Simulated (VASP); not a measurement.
Input of a VASP 6.6.1 run:

Contents of POSCAR:

```
SiO2
1.0
    4.7595089231      0.0000000000      0.0000000000
   -2.3797544615      4.1218556369      0.0000000000
    0.0000000000      0.0000000000      5.5106011416
Si O
3 6
Direct
    0.0000000000      0.5000000000      0.3333333333
    0.5000000000      0.5000000000      0.6666666667
    0.5000000000      0.0000000000      0.0000000000
    0.6086030411      0.8043015205      0.8333333333
    0.8043015205      0.6086030411      0.5000000000
    0.8043015205      0.1956984795      0.1666666667
    0.3913969589      0.1956984795      0.8333333333
    0.1956984795      0.3913969589      0.5000000000
    0.1956984795      0.8043015205      0.1666666667
```

The input INCAR.step1:

```
ALGO = Normal
EDIFF = 1E-4
ENCUT = 520
GGA = PE
ISMEAR = 0
LASPH = True
LCHARG = False
LREAL = False
LWAVE = True
NBANDS = 34
NELM = 80
PREC = Accurate
SIGMA = 0.02
```

The input INCAR.step2:

```
ALGO = Normal
EDIFF = 1E-6
ENCUT = 520
ISIF = 2
ISMEAR = 0
ISTART = 1
LASPH = True
LCHARG = False
LMIXTAU = True
LREAL = False
LWAVE = False
METAGGA = R2SCAN
NBANDS = 34
NELM = 80
PREC = Accurate
SIGMA = 0.02
```

Contents of KPOINTS:

```
k-points
0
Gamma
  6 6 4
```

Potentials or basis: VASP PAW PBE potentials, release 64 (Si, O).

Launch:

```bash
$ cat potpaw_PBE.64/Si/POTCAR potpaw_PBE.64/O/POTCAR > POTCAR
$ cp INCAR.step1 INCAR
$ mpirun -np 1 vasp_std > vasp.out
$ cp INCAR.step2 INCAR
$ mpirun -np 1 vasp_std > vasp.out
```

What does it give for the band gap on the k mesh?

6.47 eV, indirect (least direct gap 6.49 eV).

Estimate the largest force.

0.017 eV/Å.

Estimate the pressure.

20.8 GPa.

Stress tensor (GPa, compression positive):
```
20.70  0.00  0.00
 0.00 20.70  0.00
 0.00  0.00 20.92
```

Caveat: the PAW data sets were made with another functional, which shifts forces and pressure a little. A k mesh can miss the band edges.
